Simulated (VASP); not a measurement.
# WC (Qusongite) (P-6m2) in VASP: notebook

WC (Qusongite) is run at these levels: r2SCAN; tasks: single point.

Everything below comes from runs of VASP 6.6.1. Logs are shortened: lines on timing, memory, paths and dates and some standing lists are left out, and cuts for length are marked.

## (1) The cell of the first run

Symmetry: P-6m2, No. 187, hexagonal system. Conventional cell: a = 2.945 Å, b = 2.945 Å, c = 2.874 Å, α = 90.00°, β = 90.00°, γ = 120.00°. W (site symmetry -6m2) has 6 C at 2.23 Å and 2 W at 2.87 Å within 2.9 Å. Within 2.9 Å of C (site symmetry -6m2) lie 6 W at 2.23 Å and 2 C at 2.87 Å.

## (2) Single point, r2SCAN

POSCAR reads:

```
WC
1.0
    2.9447478072      0.0000000000      0.0000000000
   -1.4723739036      2.5502264088      0.0000000000
    0.0000000000      0.0000000000      2.8739279649
W C
1 1
Direct
    0.0000000000      0.0000000000      0.0000000000
    0.6666666667      0.3333333333      0.5000000000
```

INCAR.step1 reads:

```
SYSTEM = WC
PREC     = Accurate       ! precision mode
ENCUT    = 520            ! plane-wave cutoff, eV
ISMEAR   = -1             ! smearing method
SIGMA    = 0.05           ! smearing width, eV
LREAL    = .False.        ! projectors in reciprocal space
LASPH    = .True.         ! aspherical terms in the spheres
NELM     = 60             ! most SCF steps
NBANDS   = 16             ! bands
GGA      = PE             ! functional
ALGO     = Normal         ! electronic algorithm
EDIFF    = 1E-4           ! SCF threshold, eV
LWAVE    = .True.         ! write WAVECAR
LCHARG   = .False.        ! write CHGCAR
```

INCAR.step2 reads:

```
SYSTEM = WC
PREC     = Accurate       ! precision mode
ENCUT    = 520            ! plane-wave cutoff, eV
EDIFF    = 1E-6           ! SCF threshold, eV
ISMEAR   = -1             ! smearing method
SIGMA    = 0.05           ! smearing width, eV
LREAL    = .False.        ! projectors in reciprocal space
LASPH    = .True.         ! aspherical terms in the spheres
NELM     = 60             ! most SCF steps
ALGO     = Normal         ! electronic algorithm
ISIF     = 2              ! what is computed and relaxed
LWAVE    = .False.        ! write WAVECAR
LCHARG   = .False.        ! write CHGCAR
METAGGA  = R2SCAN         ! meta-GGA
LMIXTAU  = .True.       
NBANDS   = 16             ! bands
ISTART   = 1
```

KPOINTS reads:

```
regular mesh
0
Gamma
  10 10 9
  0 0 0
```

Potentials or basis: VASP PAW PBE potentials, release 64 (W_sv, C).

The run is started by

```sh
cat potpaw_PBE.64/W_sv/POTCAR potpaw_PBE.64/C/POTCAR > POTCAR
cp INCAR.step1 INCAR
mpirun -np 1 vasp_std > vasp.out
cp INCAR.step2 INCAR
mpirun -np 1 vasp_std > vasp.out
```

OUTCAR:

```text
SYSTEM = WC
   PREC = Accurate
   ENCUT = 520
   EDIFF = 1E-6
   ISMEAR = -1
   LREAL = .False.
   LASPH = .True.
   NELM = 60
   ISIF = 2
   METAGGA = R2SCAN
   ISTART = 1

 ion  position               nearest neighbor table
   1  0.000  0.000  0.000-   2 2.23   2 2.23   2 2.23   2 2.23   2 2.23   2 2.23
   2  0.667  0.333  0.500-   1 2.23   1 2.23   1 2.23   1 2.23   1 2.23   1 2.23

  LATTYP: Found a hexagonal cell.
 ALAT       =     2.9447478072
 C/A-ratio  =     0.9759504559

  Lattice vectors:

 A1 = (   2.9447478072,   0.0000000000,   0.0000000000)
 A2 = (  -1.4723739036,   2.5502264088,   0.0000000000)
 A3 = (   0.0000000000,   0.0000000000,   2.8739279649)

Analysis of symmetry for initial positions (statically):
=====================================================================
 Subroutine PRICEL returns:
 Original cell was already a primitive cell.

 Routine SETGRP: Setting up the symmetry group for a
 hexagonal supercell.

 Subroutine GETGRP returns: Found 12 space group operations
 (whereof 12 operations were pure point group operations)
 out of a pool of 24 trial point group operations.

The static configuration has the point symmetry D_3h.

Analysis of symmetry for dynamics (positions and initial velocities):
=====================================================================
 Subroutine PRICEL returns:
 Original cell was already a primitive cell.

 Routine SETGRP: Setting up the symmetry group for a
 hexagonal supercell.

 Subroutine GETGRP returns: Found 12 space group operations
 (whereof 12 operations were pure point group operations)
 out of a pool of 24 trial point group operations.

The dynamic configuration has the point symmetry D_3h.

 Subroutine INISYM returns: Found 12 space group operations
 (whereof 12 operations are pure point group operations),
 and found     1 'primitive' translations

----------------------------------------------------------------------------------------

                                     Primitive cell

  volume of cell :      21.5825

  direct lattice vectors                    reciprocal lattice vectors
     2.944747807  0.000000000  0.000000000     0.339587654  0.196061024  0.000000000
    -1.472373904  2.550226409  0.000000000     0.000000000  0.392122047  0.000000000
     0.000000000  0.000000000  2.873927965     0.000000000  0.000000000  0.347955833

  length of vectors
     2.944747807  2.944747807  2.873927965     0.392122047  0.392122047  0.347955833

  position of ions in fractional coordinates (direct lattice)
     0.000000000  0.000000000  0.000000000
     0.666666667  0.333333333  0.500000000

  ion indices of the primitive-cell ions
   primitive index   ion index
                 1           1
                 2           2

----------------------------------------------------------------------------------------

 KPOINTS: regular mesh

Automatic generation of k-mesh.
 Grid dimensions read from file:
 generate k-points for:   10   10    9

 Generating k-lattice:

  Cartesian coordinates                     Fractional coordinates (reciprocal lattice)
     0.033958765  0.019606102  0.000000000     0.100000000  0.000000000  0.000000000
     0.000000000  0.039212205  0.000000000     0.000000000  0.100000000  0.000000000
     0.000000000  0.000000000  0.038661759     0.000000000  0.000000000  0.111111111

  Length of vectors
     0.039212205  0.039212205  0.038661759

  Shift w.r.t. Gamma in fractional coordinates (k-lattice)
     0.000000000  0.000000000  0.000000000

 Subroutine IBZKPT returns following result:
 ===========================================

 Found     70 irreducible k-points:

 Following reciprocal coordinates:
            Coordinates               Weight
  0.000000  0.000000  0.000000      1.000000
  0.100000  0.000000  0.000000      6.000000
  0.200000  0.000000  0.000000      6.000000
  0.300000 -0.000000  0.000000      6.000000
  0.400000  0.000000  0.000000      6.000000
  0.500000  0.000000  0.000000      3.000000
[... 16 lines left out ...]
  0.300000  0.100000  0.111111     24.000000
  0.400000  0.100000  0.111111     24.000000
 [... further k-points ...]
   k-points           NKPTS =     70   k-points in BZ     NKDIM =     70   number of bands    NBANDS=     16
   number of dos      NEDOS =    301   number of ions     NIONS =      2
   total plane-waves  NPLWV =  13824
   dimension x,y,z NGX =    24 NGY =   24 NGZ =   24
   dimension x,y,z NGXF=    48 NGYF=   48 NGZF=   48
   ions per type =               1   1
   NGX,Y,Z   is equivalent  to a cutoff of  13.55, 13.55, 13.88 a.u.
   NGXF,Y,Z  is equivalent  to a cutoff of  27.10, 27.10, 27.77 a.u.
 SYSTEM =  WC
   PREC   = accura    normal or accurate (medium, high low for compatibility)
   ISTART =      1    job   : 0-new  1-cont  2-samecut
   ICHARG =      0    charge: 1-file 2-atom 10-const
   ISPIN  =      1    spin polarized calculation?
   LNONCOLLINEAR =      F non collinear calculations
   LSORBIT =      F    spin-orbit coupling
   LASPH  =      T    aspherical Exc in radial PAW
   ENCUT  =  520.0 eV  38.22 Ry    6.18 a.u.   5.48  5.48  5.34*2*pi/ulx,y,z
   NELM   =     60;   NELMIN=  2; NELMDL=  0     # of ELM steps
   EDIFF  = 0.1E-05   stopping-criterion for ELM
   LREAL  =      F    real-space projection
   EDIFFG = 0.1E-04   stopping-criterion for IOM
   NSW    =      0    number of steps for IOM
   IBRION =     -1    ionic relax: 0-MD 1-quasi-New 2-CG
   NFREE  =      0    steps in history (QN), initial steepest desc. (CG)
   ISIF   =      2    stress and relaxation
   ISYM   =      2    0-nonsym 1-usesym 2-fastsym
   POTIM  = 0.5000    time-step for ionic-motion
   TEBEG  =    0.0;   TEEND  =   0.0 temperature during run
   PSTRESS=    0.0 pullay stress
   NELECT =      18.0000    total number of electrons
   NUPDOWN=      -1.0000    fix difference up-down
   EMIN   =  10.00;   EMAX   =-10.00  energy-range for DOS
[... 5 lines left out ...]
     AMIX     =   0.40;   BMIX     =  1.00
     AMIX_MAG =   1.60;   BMIX_MAG =  1.00
  volume/ion in A,a.u.               =      10.79        72.82
  Fermi-wavevector in a.u.,A,eV,Ry     =   1.540984  2.912037 32.308820  2.374631
  Thomas-Fermi vector in A             =   2.646994
   LORBIT       =      0    0 simple, 1 ext, 2 COOP (PROOUT), +10 PAW based schemes
   METAGGA = R2SCAN    functional components
   LHFCALC =     F    Hartree Fock is set to
   AEXX    =    0.0000 exact exchange contribution
   IVDW    =     0    specifies the selected vdW correction
   LEPSILON=     F    determine dielectric tensor
   LRPA    =     F    only Hartree local field effects (RPA)
 non-spin polarized calculation
  energy-cutoff  :      520.00
  volume of cell :       21.58
 maximum number of plane-waves:       599
 NGX is ok and might be reduce to    24
   NGX = 11   NGY = 11   NGZ = 11

 number of electron      18.0000000 magnetization

 Free energy of the ion-electron system (eV)
  ---------------------------------------------------
  ext. energy  EPLUGINS =         0.00000000
  ---------------------------------------------------
  free energy    TOTEN  =       -61.59296415 eV

  energy without entropy =      -61.59082162  energy(sigma->0) =      -61.59189289

 E-fermi :  10.4472     XC(G=0): -14.7208

 val. band max:       10.3942778943   @ k =   0.0000   0.0000   0.3333
 cond. band min:      10.4552320941   @ k =   0.4000   0.2000   0.0000
 fundamental gap:      0.0609541997
 Fermi energy:        10.4472130472

 k-point     1 :       0.0000    0.0000    0.0000
  band No.  band energies     occupation
      1     -65.6178      2.00000
      2     -28.9287      2.00000
      3     -28.8305      2.00000
      4     -28.8305      2.00000
      5      -4.5239      2.00000
      6       6.1470      2.00000
[... 8 lines left out ...]
     15      25.2893      0.00000
     16      27.6350      0.00000

 k-point     2 :       0.1000    0.0000    0.0000
  band No.  band energies     occupation
      1     -65.6125      2.00000
      2     -28.9191      2.00000
      3     -28.9056      2.00000
      4     -28.8475      2.00000
      5      -4.2695      2.00000
      6       6.1839      2.00000
[... 8 lines left out ...]
     15      24.8607      0.00000
     16      28.1877      0.00000

 k-point     3 :       0.2000    0.0000    0.0000
  band No.  band energies     occupation
      1     -65.5989      2.00000
      2     -29.0986      2.00000
      3     -28.8938      2.00000
      4     -28.8919      2.00000
      5      -3.5681      2.00000
      6       5.4129      2.00000
[... 8 lines left out ...]
     15      24.7239      0.00000
     16      29.5023      0.00000

 k-point     4 :       0.3000   -0.0000    0.0000
  band No.  band energies     occupation
      1     -65.5821      2.00000
      2     -29.3300      2.00000
      3     -28.9462      2.00000
      4     -28.8623      2.00000
      5      -2.5975      2.00000
      6       4.3802      2.00000
[... 8 lines left out ...]
     15      25.6330      0.00000
     16      28.0475      0.00000

 k-point     5 :       0.4000    0.0000    0.0000
  band No.  band energies     occupation
      1     -65.5684      2.00000
      2     -29.5120      2.00000
      3     -28.9898      2.00000
      4     -28.8368      2.00000
      5      -1.6630      2.00000
      6       3.5895      2.00000
[... 8 lines left out ...]
     15      24.7335      0.00000
     16      28.1854      0.00000

 k-point     6 :       0.5000    0.0000    0.0000
  band No.  band energies     occupation
      1     -65.5632      2.00000
      2     -29.5803      2.00000
      3     -29.0063      2.00000
      4     -28.8270      2.00000
      5      -1.2417      2.00000
      6       3.2713      2.00000
[... 8 lines left out ...]
     15      23.6103      0.00000
     16      29.1441      0.00000
[... 267 lines left out ...]
 k-point    21 :       0.1000    0.1000    0.1111
  band No.  band energies     occupation
      1     -65.5987      2.00000
      2     -29.0275      2.00000
      3     -28.9813      2.00000
      4     -28.8763      2.00000
      5      -3.5326      2.00000
      6       5.8709      2.00000
[... 8 lines left out ...]
     15      24.5316      0.00000
     16      28.5733      0.00000

 k-point    22 :       0.2000    0.1000    0.1111
  band No.  band energies     occupation
      1     -65.5836      2.00000
      2     -29.2233      2.00000
      3     -28.9525      2.00000
      4     -28.9385      2.00000
      5      -2.7395      2.00000
      6       4.9453      2.00000
[... 8 lines left out ...]
     15      24.6706      0.00000
     16      28.5073      0.00000

 k-point    23 :       0.3000    0.1000    0.1111
  band No.  band energies     occupation
      1     -65.5683      2.00000
      2     -29.4146      2.00000
      3     -29.0009      2.00000
      4     -28.9222      2.00000
      5      -1.8332      2.00000
      6       4.0442      2.00000
[... 8 lines left out ...]
     15      25.1015      0.00000
     16      27.5275      0.00000

 k-point    24 :       0.4000    0.1000    0.1111
  band No.  band energies     occupation
      1     -65.5589      2.00000
      2     -29.5303      2.00000
      3     -29.0392      2.00000
      4     -28.9033      2.00000
      5      -1.1704      2.00000
      6       3.4654      2.00000
[... 8 lines left out ...]
     15      24.1279      0.00000
     16      28.4331      0.00000

 [... further k-points ...]
[... 5 lines left out ...]
  --------------------------------------------------------------------------------------
  -------------------------------------------------------------------------------------
  Total       -1.4216038     -1.4216038     -1.9564348      0.0000000     -0.0000000     -0.0000000
  in kB     -105.5325509   -105.5325509   -145.2356532      0.0000000     -0.0000000     -0.0000000
  external PRESSURE =    -118.7669183 kB  Pullay stress =       0.0000000 kB

 VOLUME and BASIS-vectors are now :
 -----------------------------------------------------------------------------
  energy-cutoff  :      520.00
  volume of cell :       21.58
      direct lattice vectors                 reciprocal lattice vectors
     2.944747807  0.000000000  0.000000000     0.339587654  0.196061024  0.000000000
    -1.472373904  2.550226409  0.000000000     0.000000000  0.392122047  0.000000000
     0.000000000  0.000000000  2.873927965     0.000000000  0.000000000  0.347955833

 POSITION                                       TOTAL-FORCE (eV/Angst)
 -----------------------------------------------------------------------------------
      0.00000      0.00000      0.00000        -0.000000      0.000000      0.000000
      1.47237      0.85008      1.43696         0.000000     -0.000000      0.000000
 -----------------------------------------------------------------------------------
    total drift:                               -0.000000      0.000000      0.000000

  FREE ENERGIE OF THE ION-ELECTRON SYSTEM (eV)
  ---------------------------------------------------
  free  energy   TOTEN  =       -61.5929641545 eV

  energy  without entropy=      -61.5908216235  energy(sigma->0) =      -61.59189289
```

It took 2 min on 1 thread of Intel Xeon 8259CL, shared host; peak memory 0.16 GiB.

What came out:

| Property | Result |
| --- | --- |
| Free energy | -61.5930 eV |
| Pressure | -11.9 GPa |
| Band gap on the k mesh | zero (band 9 reaches 11.09 eV, above the bottom of band 10 at 9.93 eV) |

Caveat: the PAW data sets were made with another functional, which shifts forces and pressure a little; spin-orbit coupling is left out, which moves the levels of the heavy elements.

## (3) Single point, r2SCAN

This run uses another cell than the first one, of 11.00 Å³/atom, 1.019 times its volume.

POSCAR reads:

```
WC
1.0
    2.9635046684      0.0000000000      0.0000000000
   -1.4817523342      2.5664703270      0.0000000000
    0.0000000000      0.0000000000      2.8922337321
W C
1 1
Direct
    0.0000000000      0.0000000000      0.0000000000
    0.6666666667      0.3333333333      0.5000000000
```

INCAR.step1, as its differences from that of step 2:

```diff
@@ -7,3 +7,3 @@
 LASPH    = .True.         ! aspherical terms in the spheres
-NELM     = 60             ! most SCF steps
+NELM     = 80             ! most SCF steps
 NBANDS   = 16             ! bands
```

INCAR.step2, as its differences from that of step 2:

```diff
@@ -8,3 +8,3 @@
 LASPH    = .True.         ! aspherical terms in the spheres
-NELM     = 60             ! most SCF steps
+NELM     = 80             ! most SCF steps
 ALGO     = Normal         ! electronic algorithm
@@ -12,5 +12,7 @@
 LWAVE    = .False.        ! write WAVECAR
-LCHARG   = .False.        ! write CHGCAR
+LCHARG   = .True.         ! write CHGCAR
 METAGGA  = R2SCAN         ! meta-GGA
 LMIXTAU  = .True.       
+LELF     = .True.         ! ELF
+LVHAR    = .True.       
 NBANDS   = 16             ! bands
```

KPOINTS reads:

```
Automatic mesh
0
Gamma
  10 10 9
  0 0 0
```

Potentials or basis: VASP PAW PBE potentials, release 64 (W_sv, C).

The run is started by

```sh
cat potpaw_PBE.64/W_sv/POTCAR potpaw_PBE.64/C/POTCAR > POTCAR
cp INCAR.step1 INCAR
mpirun -np 1 vasp_std > vasp.out
cp INCAR.step2 INCAR
mpirun -np 1 vasp_std > vasp.out
```

It took 1.9 min on 1 thread of Intel Xeon 8259CL, shared host; peak memory 0.16 GiB.

It converged, with:

```yaml
Free_energy: -61.5540 eV
Pressure: -18.3 GPa
Band_gap_on_the_k_mesh: zero (band 9 reaches 10.82 eV, above the bottom of band 10 at 9.69 eV)
```

Stress tensor (GPa, compression positive):
```
-16.70   0.00   0.00
  0.00 -16.70   0.00
  0.00   0.00 -21.61
```

Levels at points of the mesh, in eV from the Fermi level:
```csv
k point,band 7,band 8,band 9,band 10,band 11,band 12
"(0.00, 0.00, 0.00)",-3.27,-3.27,0.05,3.11,3.11,5.59
"(0.50, 0.00, 0.00)",-3.54,-3.45,-0.51,2.28,4.36,4.69
```

Caveat: the PAW data sets were made with another functional, which shifts forces and pressure a little; spin-orbit coupling is left out, which moves the levels of the heavy elements.
